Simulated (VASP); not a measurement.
The system is KI.

```
K I
1.0
     0.22499    3.60730    3.60730
     3.60730    0.22499    3.60730
     3.60730    3.60730    0.22499
K I
1 1
Cartesian
  0.0000 0.0000 0.0000
  3.7198 3.7198 3.7198
```

This cell differs from its parent crystal: epitaxial 111 strain -4.6%.

Base run:

```yaml
Program: VASP 6.6.1
Functional: r2SCAN
Potentials_or_basis: VASP PAW PBE potentials, release 64 (K_sv, I)
Cutoff: 520 eV
k_mesh: 6 × 6 × 6
Occupations: gaussian, width 0.01 eV
Spin: no spin polarisation
```

Its results: band gap on the k mesh 4.53 eV, direct; pressure 0.6 GPa.

Task: The run is repeated on the same cell with these changes: functional from r2SCAN to HSE06; k mesh from 6 × 6 × 6 to 4 × 4 × 4. What comes out?

Result: Band gap on the k mesh 4.88 eV, direct; pressure 0.9 GPa.

Several settings changed at once, so the effect can't be laid on one alone.

Caveats: the PAW data sets were made with another functional, which shifts forces and pressure a little; spin-orbit coupling is left out, which moves the levels of the heavy elements.

